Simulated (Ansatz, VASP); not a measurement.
# One calculation of CsI, two programs

```
Cs I
1.0
     4.40180    0.00000    0.00000
     0.00000    4.40180    0.00000
     0.00000    0.00000    4.40180
Cs I
1 1
Cartesian
  0.0000 0.0000 0.0000
  2.2009 2.2009 2.2009
```

Alike in both runs: functional LDA; k mesh 6 × 6 × 6; no spin polarisation.

Ansatz relaxed the structure, and its values are those at the end. VASP's run is a single point on that final structure, the one shown.

|  | VASP | Ansatz |
| --- | --- | --- |
| version | VASP 6.6.1 | Ansatz 0.2.0 |
| potentials or method | VASP PAW LDA potentials, release 64 (Cs_sv, I) | PAW with Ansatz's default frozen-core files, scalar-relativistic |
| plane-wave cutoff (eV) | 500 | 420 |
| occupations | gaussian, width 0.01 eV | fixed |
| valence electrons in the cell | 16 | 26 |

|  | VASP | Ansatz | Ansatz less VASP |
| --- | --- | --- | --- |
| gap on the k mesh at the Fermi level (eV) | 3.77 | 3.80 | +0.035 |
| pressure (GPa) | 0.1 | 0.0 | -0.08 |

LDA's correlation is that of Perdew and Zunger in VASP and of Perdew and Wang (1992) in Ansatz. VASP's potentials hold 16 valence electrons a cell and Ansatz's 26, so a difference there can come from the potentials and not from the codes.

Spin-orbit coupling is off throughout.
